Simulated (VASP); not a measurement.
# Rh (P6_3/mmc) in VASP: further runs, part 2 of 3

VASP 6.6.1. Earlier steps stand in the parts before.

## 4. Single point, PBEsol

This run uses another cell than the first one, of 13.60 Å³/atom, 1.025 times its volume.

INCAR

```
PREC     = Accurate       # precision mode
ENCUT    = 520            # plane-wave cutoff, eV
EDIFF    = 1E-6           # SCF threshold, eV
ISMEAR   = -1             # smearing method
SIGMA    = 0.15           # smearing width, eV
LREAL    = False          # projectors in reciprocal space
LASPH    = True           # aspherical terms in the spheres
NELM     = 60             # most SCF steps
ALGO     = Normal         # electronic algorithm
ISIF     = 2              # what is computed and relaxed
LWAVE    = False          # write WAVECAR
LCHARG   = False          # write CHGCAR
GGA      = PS             # functional
NBANDS   = 22             # bands
```

KPOINTS

```
Automatic mesh
0
Gamma
  14 14 8
```

POSCAR

```
Rh
1.0
    2.6918672083      0.0000002845      0.0000000000
   -1.3459338506      2.3312252437      0.0000000000
    0.0000000000      0.0000000000      4.3359951192
Rh
2
Direct
    0.6666666667      0.3333333333      0.7500000000
    0.3333333333      0.6666666667      0.2500000000
```

Potentials or basis: VASP PAW PBE potentials, release 64 (Rh_pv).

Command:

```bash
$ cat potpaw_PBE.64/Rh_pv/POTCAR > POTCAR
$ mpirun -np 1 vasp_std > vasp.out
```

OUTCAR:

```text
PREC = Accurate
   ENCUT = 520
   EDIFF = 1E-6
   ISMEAR = -1
   LREAL = False
   LASPH = True
   NELM = 60
   ISIF = 2
   GGA = PS

 ion  position               nearest neighbor table
   1  0.667  0.333  0.750-   2 2.67   2 2.67   2 2.67   2 2.67   2 2.67   2 2.67
   2  0.333  0.667  0.250-   1 2.67   1 2.67   1 2.67   1 2.67   1 2.67   1 2.67

  LATTYP: Found a hexagonal cell.
 ALAT       =     2.6918672083
 C/A-ratio  =     1.6107760092

  Lattice vectors:

 A1 = (   2.6918672083,   0.0000002845,   0.0000000000)
 A2 = (  -1.3459338506,   2.3312252437,   0.0000000000)
 A3 = (   0.0000000000,   0.0000000000,   4.3359951192)

Analysis of symmetry for initial positions (statically):
=====================================================================
 Subroutine PRICEL returns:
 Original cell was already a primitive cell.

 Routine SETGRP: Setting up the symmetry group for a
 hexagonal supercell.

 Subroutine GETGRP returns: Found 24 space group operations
 (whereof 12 operations were pure point group operations)
 out of a pool of 24 trial point group operations.

The static configuration has the point symmetry D_3d.
 The point group associated with its full space group is D_6h.

Analysis of symmetry for dynamics (positions and initial velocities):
=====================================================================
 Subroutine PRICEL returns:
 Original cell was already a primitive cell.

 Routine SETGRP: Setting up the symmetry group for a
 hexagonal supercell.

 Subroutine GETGRP returns: Found 24 space group operations
 (whereof 12 operations were pure point group operations)
 out of a pool of 24 trial point group operations.

The dynamic configuration has the point symmetry D_3d.
 The point group associated with its full space group is D_6h.

 Subroutine INISYM returns: Found 24 space group operations
 (whereof 12 operations are pure point group operations),
 and found     1 'primitive' translations

----------------------------------------------------------------------------------------

                                     Primitive cell

  volume of cell :      27.2099

  direct lattice vectors                    reciprocal lattice vectors
     2.691867208  0.000000284  0.000000000     0.371489328  0.214479516  0.000000000
    -1.345933851  2.331225244  0.000000000    -0.000000045  0.428958953  0.000000000
     0.000000000  0.000000000  4.335995119     0.000000000  0.000000000  0.230627566

  length of vectors
     2.691867208  2.691867208  4.335995119     0.428958953  0.428958953  0.230627566

  position of ions in fractional coordinates (direct lattice)
     0.666666667  0.333333333  0.750000000
     0.333333333  0.666666667  0.250000000

  ion indices of the primitive-cell ions
   primitive index   ion index
                 1           1
                 2           2

----------------------------------------------------------------------------------------

 KPOINTS: Automatic mesh

Automatic generation of k-mesh.
 Grid dimensions read from file:
 generate k-points for:   14   14    8

 Generating k-lattice:

  Cartesian coordinates                     Fractional coordinates (reciprocal lattice)
     0.026534952  0.015319965  0.000000000     0.071428571  0.000000000  0.000000000
    -0.000000003  0.030639925  0.000000000     0.000000000  0.071428571  0.000000000
     0.000000000  0.000000000  0.028828446     0.000000000  0.000000000  0.125000000

  Length of vectors
     0.030639925  0.030639925  0.028828446

  Shift w.r.t. Gamma in fractional coordinates (k-lattice)
     0.000000000  0.000000000  0.000000000

 Subroutine IBZKPT returns following result:
 ===========================================

 Found    120 irreducible k-points:

 Following reciprocal coordinates:
            Coordinates               Weight
  0.000000  0.000000  0.000000      1.000000
  0.071429  0.000000  0.000000      6.000000
  0.142857 -0.000000  0.000000      6.000000
  0.214286 -0.000000  0.000000      6.000000
  0.285714  0.000000  0.000000      6.000000
  0.357143 -0.000000  0.000000      6.000000
[... 16 lines left out ...]
  0.285714  0.285714  0.000000      6.000000
  0.357143  0.285714  0.000000      6.000000
 [... further k-points ...]
   k-points           NKPTS =    120   k-points in BZ     NKDIM =    120   number of bands    NBANDS=     22
   number of dos      NEDOS =    301   number of ions     NIONS =      2
   total plane-waves  NPLWV =  12800
   dimension x,y,z NGX =    20 NGY =   20 NGZ =   32
   dimension x,y,z NGXF=    40 NGYF=   40 NGZF=   64
   ions per type =               2
   NGX,Y,Z   is equivalent  to a cutoff of  12.35, 12.35, 12.27 a.u.
   NGXF,Y,Z  is equivalent  to a cutoff of  24.70, 24.70, 24.54 a.u.
 SYSTEM =  unknown system
   PREC   = accura    normal or accurate (medium, high low for compatibility)
   ISTART =      0    job   : 0-new  1-cont  2-samecut
   ICHARG =      2    charge: 1-file 2-atom 10-const
   ISPIN  =      1    spin polarized calculation?
   LNONCOLLINEAR =      F non collinear calculations
   LSORBIT =      F    spin-orbit coupling
   LASPH  =      T    aspherical Exc in radial PAW
   ENCUT  =  520.0 eV  38.22 Ry    6.18 a.u.   5.01  5.01  8.06*2*pi/ulx,y,z
   NELM   =     60;   NELMIN=  2; NELMDL= -5     # of ELM steps
   EDIFF  = 0.1E-05   stopping-criterion for ELM
   LREAL  =      F    real-space projection
   EDIFFG = 0.1E-04   stopping-criterion for IOM
   NSW    =      0    number of steps for IOM
   IBRION =     -1    ionic relax: 0-MD 1-quasi-New 2-CG
   NFREE  =      0    steps in history (QN), initial steepest desc. (CG)
   ISIF   =      2    stress and relaxation
   ISYM   =      2    0-nonsym 1-usesym 2-fastsym
   POTIM  = 0.5000    time-step for ionic-motion
   TEBEG  =    0.0;   TEEND  =   0.0 temperature during run
   PSTRESS=    0.0 pullay stress
   NELECT =      30.0000    total number of electrons
   NUPDOWN=      -1.0000    fix difference up-down
   EMIN   =  10.00;   EMAX   =-10.00  energy-range for DOS
   EFERMI =   0.00;   METHOD = LEGACY
   ISMEAR =    -1;   SIGMA  =   0.15  broadening in eV -4-tet -1-fermi 0-gaus
   EFERMI_NEDOS =   21; number of points for ismear=-14 and -15
   IALGO  =     38    algorithm
   IMIX   =      4    mixing-type and parameters
     AMIX     =   0.40;   BMIX     =  1.00
     AMIX_MAG =   1.60;   BMIX_MAG =  1.00
  volume/ion in A,a.u.               =      13.60        91.81
  Fermi-wavevector in a.u.,A,eV,Ry     =   1.691244  3.195988 38.916845  2.860307
  Thomas-Fermi vector in A             =   2.773046
   LORBIT       =      0    0 simple, 1 ext, 2 COOP (PROOUT), +10 PAW based schemes
   GGA     = PS    functional components
   LHFCALC =     F    Hartree Fock is set to
   AEXX    =    0.0000 exact exchange contribution
   IVDW    =     0    specifies the selected vdW correction
   LEPSILON=     F    determine dielectric tensor
   LRPA    =     F    only Hartree local field effects (RPA)
 non-spin polarized calculation
  energy-cutoff  :      520.00
  volume of cell :       27.21
 maximum number of plane-waves:       756
 NGX is ok and might be reduce to    20
   NGX =  9   NGY =  9   NGZ = 17

 number of electron      30.0000005 magnetization

 Free energy of the ion-electron system (eV)
  ---------------------------------------------------
  ext. energy  EPLUGINS =         0.00000000
  ---------------------------------------------------
  free energy    TOTEN  =       -16.31221342 eV

  energy without entropy =      -16.07425873  energy(sigma->0) =      -16.19323607

 E-fermi :  12.0334     XC(G=0): -14.2834

 val. band max:       12.0278459997   @ k =   0.2857   0.2857   0.1250
 cond. band min:      12.0423360917   @ k =   0.3571   0.0714   0.2500
 fundamental gap:      0.0144900920
 Fermi energy:        12.0334288751

 k-point     1 :       0.0000    0.0000    0.0000
  band No.  band energies     occupation
      1     -35.1688      2.00000
      2     -34.4855      2.00000
      3     -34.4855      2.00000
      4     -34.3785      2.00000
      5     -34.3715      2.00000
      6     -34.3715      2.00000
[... 14 lines left out ...]
     21      30.1725      0.00000
     22      30.7714      0.00000

 k-point     2 :       0.0714    0.0000    0.0000
  band No.  band energies     occupation
      1     -35.1564      2.00000
      2     -34.5132      2.00000
      3     -34.4946      2.00000
      4     -34.4004      2.00000
      5     -34.3837      2.00000
      6     -34.3758      2.00000
[... 542 lines left out ...]
 k-point    24 :       0.3571    0.2857    0.0000
  band No.  band energies     occupation
      1     -34.9455      2.00000
      2     -34.8247      2.00000
      3     -34.8158      2.00000
      4     -34.7244      2.00000
      5     -34.6784      2.00000
      6     -34.6605      2.00000
[... 14 lines left out ...]
     21      25.8475      0.00000
     22      27.0075      0.00000

 [... further k-points ...]
[... 5 lines left out ...]
  --------------------------------------------------------------------------------------
  -------------------------------------------------------------------------------------
  Total       -0.0128276     -0.0128276     -0.0091862      0.0000000      0.0000000      0.0000000
  in kB       -0.7553162     -0.7553162     -0.5409016      0.0000000      0.0000000      0.0000000
  external PRESSURE =      -0.6838447 kB  Pullay stress =       0.0000000 kB

 VOLUME and BASIS-vectors are now :
 -----------------------------------------------------------------------------
  energy-cutoff  :      520.00
  volume of cell :       27.21
      direct lattice vectors                 reciprocal lattice vectors
     2.691867208  0.000000284  0.000000000     0.371489328  0.214479516  0.000000000
    -1.345933851  2.331225244  0.000000000    -0.000000045  0.428958953  0.000000000
     0.000000000  0.000000000  4.335995119     0.000000000  0.000000000  0.230627566

 POSITION                                       TOTAL-FORCE (eV/Angst)
 -----------------------------------------------------------------------------------
      1.34593      0.77708      3.25200        -0.000000      0.000000      0.000000
     -0.00000      1.55415      1.08400         0.000000     -0.000000      0.000000
 -----------------------------------------------------------------------------------
    total drift:                               -0.000000      0.000000     -0.000000

  FREE ENERGIE OF THE ION-ELECTRON SYSTEM (eV)
  ---------------------------------------------------
  free  energy   TOTEN  =       -16.3122134209 eV

  energy  without entropy=      -16.0742587253  energy(sigma->0) =      -16.19323607
```

Wall time 24 s (1 thread of Intel Xeon 6975P-C (Granite Rapids), shared host); peak memory 0.17 GiB.

Results:

* Free energy: -16.3122 eV
* Pressure: -0.1 GPa
* Band gap on the k mesh: zero (band 15 reaches 12.72 eV, above the bottom of band 16 at 10.37 eV)

Caveat: the PAW data sets were made with another functional, which shifts forces and pressure a little.

## 5. Relaxation of cell and atoms, PBEsol

This run uses another cell than the first one, of 14.30 Å³/atom, 1.078 times its volume.

INCAR

```
SYSTEM = Rh
ALGO = Normal ; EDIFF = 1E-7
EDIFFG = -0.01 ; ENCUT = 600
GGA = PS ; IBRION = 2
ISIF = 3 ; ISMEAR = -1
LASPH = .TRUE. ; LCHARG = .FALSE.
LREAL = .FALSE. ; LWAVE = .FALSE.
NELM = 100 ; NSW = 80
PREC = Accurate ; SIGMA = 0.15
```

KPOINTS

```
k-points
0
G
  14 14 8
  0 0 0
```

POSCAR

```
Rh
1.0
    2.7309790000      0.0000000000      0.0000000000
   -1.3654900000      2.3650970000      0.0000000000
    0.0000000000      0.0000000000      4.4284890000
Rh
2
Direct
    0.6666666667      0.3333333333      0.7500000000
    0.3333333333      0.6666666667      0.2500000000
```

Command:

```bash
$ cat potpaw_PBE.64/Rh_pv/POTCAR > POTCAR
$ mpirun -np 1 vasp_std > vasp.out
```

Wall time 3.2 min (1 thread of Intel Xeon 6975P-C (Granite Rapids), shared host); peak memory 0.2 GiB.

The run converged. Its results:

- Free energy: -16.3149 eV
- Relaxed volume: 13.60 Å³/atom
- Relaxed cell: a = 2.691 Å, b = 2.691 Å, c = 4.336 Å, α = 90.00°, β = 90.00°, γ = 120.00°
- Space group after relaxing (to 0.05 Å): P6_3/mmc (No. 194)
- Energy gained by relaxing: 30.0 meV/atom
- Ionic steps: 10
- Pressure after relaxing: 0.0 GPa
- Band gap on the k mesh: zero (band 15 reaches 12.73 eV, above the bottom of band 16 at 10.38 eV)

Step by step:
| step | energy change (eV) | largest force (eV/Å) | pressure (GPa) | volume (Å³) |
| --- | --- | --- | --- | --- |
| 1 | 0.0000 | 0.0000 | -12.77 | 28.60 |
| 2 | 0.3348 | 0.0000 | 46.66 | 24.14 |
| 3 | -0.0595 | 0.0000 | -0.59 | 27.25 |
| 4 | -0.0596 | 0.0000 | -0.08 | 27.20 |
| 5 | -0.0596 | 0.0000 | 0.21 | 27.17 |
| 6 | -0.0599 | 0.0000 | 0.19 | 27.18 |
| 7 | -0.0599 | 0.0000 | 0.19 | 27.18 |
| 8 | -0.0599 | 0.0000 | 0.19 | 27.18 |
| 9 | -0.0599 | 0.0000 | -0.40 | 27.23 |
| 10 | -0.0599 | 0.0000 | 0.00 | 27.20 |

Final structure:
```
CELL_PARAMETERS angstrom
2.69129 0.00000 0.00000
-1.34565 2.33073 0.00000
0.00000 0.00000 4.33582
ATOMIC_POSITIONS crystal
Rh 0.66667 0.33333 0.75000
Rh 0.33333 0.66667 0.25000
```

Levels at points of the mesh, in eV from the Fermi level:
| k point | band 13 | band 14 | band 15 | band 16 | band 17 | band 18 |
| --- | --- | --- | --- | --- | --- | --- |
| (0.00, 0.00, 0.00) | -2.54 | -1.96 | -1.96 | 0.16 | 0.16 | 0.69 |
| (0.50, 0.00, 0.00) | -2.24 | 0.44 | 0.69 | 0.76 | 3.05 | 5.16 |
| (0.00, 0.00, 0.50) | -3.21 | -3.21 | -0.42 | -0.42 | -0.42 | -0.42 |
| (0.50, 0.00, 0.50) | -0.32 | -0.32 | 0.64 | 0.64 | 2.65 | 2.65 |

Caveat: the PAW data sets were made with another functional, which shifts forces and pressure a little.

## 6. Relaxation of cell and atoms, PBEsol+D3(BJ)

This run uses another cell than the first one, of 14.30 Å³/atom, 1.078 times its volume.

INCAR

```
SYSTEM = Rh
PREC     = Accurate       ! precision mode
ENCUT    = 600            ! plane-wave cutoff, eV
EDIFF    = 1E-6           ! SCF threshold, eV
ISMEAR   = -1             ! smearing method
SIGMA    = 0.15           ! smearing width, eV
LREAL    = .False.        ! projectors in reciprocal space
LASPH    = .True.         ! aspherical terms in the spheres
NELM     = 100            ! most SCF steps
ALGO     = Normal         ! electronic algorithm
ISIF     = 3              ! what is computed and relaxed
LWAVE    = .False.        ! write WAVECAR
LCHARG   = .False.        ! write CHGCAR
GGA      = PS             ! functional
IVDW     = 12             ! dispersion correction
IBRION   = 2              ! ionic algorithm
NSW      = 80             ! ionic steps
EDIFFG   = -0.01          ! ionic threshold
```

KPOINTS

```
Automatic mesh
0
Gamma
  14 14 8
  0 0 0
```

POSCAR is that of step 5.

Potentials or basis: VASP PAW PBE potentials, release 64 (Rh_pv).

Command:

```bash
$ cat potpaw_PBE.64/Rh_pv/POTCAR > POTCAR
$ mpirun -np 1 vasp_std > vasp.out
```

Run time: 2 min. Hardware: 1 thread of Intel Xeon 6975P-C (Granite Rapids), shared host; peak memory 0.22 GiB.

The run converged. Its results:

```
Free energy                            : -17.5606 eV
Relaxed volume                         : 13.26 Å³/atom
Relaxed cell                           : a = 2.668 Å, b = 2.668 Å, c = 4.303 Å, α = 90.00°, β = 90.00°, γ = 120.00°
Space group after relaxing (to 0.05 Å) : P6_3/mmc (No. 194)
Energy gained by relaxing              : 68.3 meV/atom
Ionic steps                            : 7
Pressure after relaxing                : 0.1 GPa
Band gap on the k mesh                 : zero (band 15 reaches 13.24 eV, above the bottom of band 16 at 10.79 eV)
Dispersion energy per atom             : -0.631 eV
```

Step by step:
```csv
step,energy change (eV),largest force (eV/Å),pressure (GPa),volume (Å³)
1,0.0000,0.0000,-19.39,28.60
2,0.9485,0.0000,92.88,22.02
3,-0.1358,0.0000,-1.57,26.66
4,-0.1365,0.0000,-0.40,26.56
5,-0.1365,0.0000,0.08,26.52
6,-0.1367,0.0000,0.04,26.52
7,-0.1367,0.0000,0.05,26.52
```

Final structure:
```
CELL_PARAMETERS angstrom
2.66784 0.00000 0.00000
-1.33392 2.31042 0.00000
0.00000 0.00000 4.30262
ATOMIC_POSITIONS crystal
Rh 0.66667 0.33333 0.75000
Rh 0.33333 0.66667 0.25000
```

Levels at points of the mesh, in eV from the Fermi level:
| k point | band 13 | band 14 | band 15 | band 16 | band 17 | band 18 |
| --- | --- | --- | --- | --- | --- | --- |
| (0.00, 0.00, 0.00) | -2.65 | -2.03 | -2.03 | 0.17 | 0.17 | 0.65 |
| (0.50, 0.00, 0.00) | -2.32 | 0.47 | 0.72 | 0.80 | 3.14 | 5.31 |
| (0.00, 0.00, 0.50) | -3.34 | -3.34 | -0.44 | -0.44 | -0.44 | -0.44 |
| (0.50, 0.00, 0.50) | -0.34 | -0.34 | 0.67 | 0.67 | 2.70 | 2.70 |

Caveat: the PAW data sets were made with another functional, which shifts forces and pressure a little; pairwise dispersion overbinds metals, which lowers pressure and volume.

[end of part 2 of 3]
